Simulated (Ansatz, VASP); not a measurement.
## One calculation of Ir, two programs

File INCAR:

```
SYSTEM = Ir
PREC = Accurate ; ENCUT = 520
EDIFF = 1E-6 ; ISMEAR = 0
SIGMA = 0.1 ; LREAL = .False.
LASPH = .True. ; NELM = 80
ALGO = Normal ; ISIF = 2
LWAVE = .False. ; LCHARG = .True.
LDIPOL = .True. ; IDIPOL = 3
DIPOL = 0.5 0.5 0.500 ; GGA = PE
LELF = .True. ; LVHAR = .True.
LVACPOTAV = .True. ; NBANDS = 26
```

Contents of KPOINTS:

```
regular mesh
0
Gamma
  13 13 1
  0 0 0
```

POSCAR

```
Ir
1.0
    2.7369673168      0.0000000000      0.0000000000
    0.0000000000      2.7369673168      0.0000000000
    0.0000000000      0.0000000000     20.8059844488
Ir
4
Direct
    0.5000000000      0.5000000000      0.3604732099
    0.0000000000      0.0000000000      0.4534910700
    0.5000000000      0.5000000000      0.5465089300
    0.0000000000      0.0000000000      0.6395267901
```

Input for Ansatz:

```yaml
crystal:
  lattice:
    - [2.7369673168, 0.0, 0.0]
    - [0.0, 2.7369673168, 0.0]
    - [0.0, 0.0, 20.8059844488]
  atoms:
    - { symbol: Ir, position: [0.5, 0.5, 0.3604732099] }
    - { symbol: Ir, position: [0.0, 0.0, 0.45349107] }
    - { symbol: Ir, position: [0.5, 0.5, 0.54650893] }
    - { symbol: Ir, position: [0.0, 0.0, 0.6395267901] }
basis:
  ecutwfc: 420
kpoints:
  mp_grid: { grid: [13, 13, 1] }
hamiltonian:
  xc: pbe
scf:
  occupations: { method: gaussian, width: 0.1 }
output:
  forces: true
  stress: true
  eigenvalues: true
efield:
  axis: 3
  dipole_correction: true
  ramp_width: 0.04
```

Alike in both runs: task single point; functional PBE; k mesh 13 × 13 × 1; occupations gaussian, width 0.1 eV; no spin polarisation.

|  | VASP | Ansatz |
| --- | --- | --- |
| version | VASP 6.6.1 | Ansatz 0.2.0 |
| potentials or method | VASP PAW PBE potentials, release 64 (Ir), cutoff 520 eV | scalar-relativistic, plane waves, PAW |
| valence electrons in the cell | 36 | 68 |

VASP gave:

```
gap on the k mesh at the Fermi level (eV)  : none
rms of the force components (eV/Å)         : 0.446
work function, face that differs most (eV) : 5.55
```

Problem. Estimate Ansatz's values.

Solution. gap on the k mesh at the Fermi level (eV): none; rms of the force components (eV/Å): 0.455; work function, face that differs most (eV): 5.55.

Atom by atom the forces differ by 0.014 eV/Å (rms over components). A gap of «none» marks a metal or a gap that the smearing closes. The functional is the same, so the differences come from potentials, cutoffs and numerics. VASP's potentials hold 36 valence electrons a cell and Ansatz's 68, so a difference there can come from the potentials and not from the codes.

Spin-orbit coupling is off throughout.
